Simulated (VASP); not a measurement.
Write the native input for VASP 6.6.1 that does the following.

| Item | Value |
| --- | --- |
| Task | single point |
| Functional | r2SCAN |
| Potentials or basis | VASP PAW PBE potentials, release 64 (Al, N) |
| Cutoff | 520 eV |
| k mesh | 8 × 8 × 8 |
| Occupations | gaussian, width 0.05 eV |
| Spin | no spin polarisation |
| Dipole correction | no |
| Further INCAR settings | ALGO = Normal; EDIFF = 1e-07; NBANDS = 26 |

AlN:

```
Al N
1.0
    -3.10667    0.00000    0.00000
     0.00000    5.38090    0.00000
     1.55333   -2.69045   -4.97840
Al N
4 4
Cartesian
  -1.5533 -0.9060 -4.9719
  0.0000 1.8028 -4.9681
  0.0000 3.5861 -2.4860
  -1.5533 0.8980 -2.4756
  -1.5533 -0.8940 -3.0127
  0.0000 1.7909 -3.1276
  0.0000 3.6998 -0.5809
  -1.5533 0.7843 -0.5809
```

This cell differs from its parent crystal: atoms displaced along a vibrational mode.

These files were run (other wordings do the same):

POSCAR

```
AlN
1.0
   -3.1066653383      0.0000000000      0.0000000000
    0.0000000000      5.3809022080      0.0000000000
    1.5533326691     -2.6904511040     -4.9784048429
Al N
4 4
Direct
    0.9993455695      0.3309761572      0.9986911389
    0.4989615281      0.8339976070      0.9979230563
    0.2496737053      0.9161289315      0.4993474107
    0.7486333923      0.4155114995      0.4972667845
    0.8025729251      0.1364217772      0.6051458502
    0.3141199773      0.6469377918      0.6282399546
    0.0583464512      0.7459203925      0.1166929024
    0.5583464512      0.2041058433      0.1166929024
```

INCAR.step1

```
  ALGO = Normal
  EDIFF = 1E-4
  ENCUT = 520
  GGA = PE
  ISMEAR = 0
  LASPH = True
  LCHARG = False
  LREAL = False
  LWAVE = True
  NBANDS = 26
  NELM = 80
  PREC = Accurate
  SIGMA = 0.05
```

INCAR.step2

```
  ALGO = Normal
  EDIFF = 1E-7
  ENCUT = 520
  ISIF = 2
  ISMEAR = 0
  ISTART = 1
  LASPH = True
  LCHARG = False
  LMIXTAU = True
  LREAL = False
  LWAVE = False
  METAGGA = R2SCAN
  NBANDS = 26
  NELM = 80
  PREC = Accurate
  SIGMA = 0.05
```

KPOINTS

```
k-points
0
Gamma
  8 8 8
```

Potentials or basis: VASP PAW PBE potentials, release 64 (Al, N).

The run is started by

```bash
$ cat potpaw_PBE.64/Al/POTCAR potpaw_PBE.64/N/POTCAR > POTCAR
$ cp INCAR.step1 INCAR
$ mpirun -np 1 vasp_std > vasp.out
$ cp INCAR.step2 INCAR
$ mpirun -np 1 vasp_std > vasp.out
```

Results of the run:

| Item | Value |
| --- | --- |
| Pressure | 1.1 GPa |
| Largest force | 3.690 eV/Å |
| Band gap on the k mesh | 4.79 eV |

Caveat: the cell differs from its parent crystal (atoms displaced along a vibrational mode); the PAW data sets were made with another functional, which shifts forces and pressure a little.

Run time: 25 min on 1 thread of Intel Xeon 8259CL (shared host), peak memory 0.38 GiB.
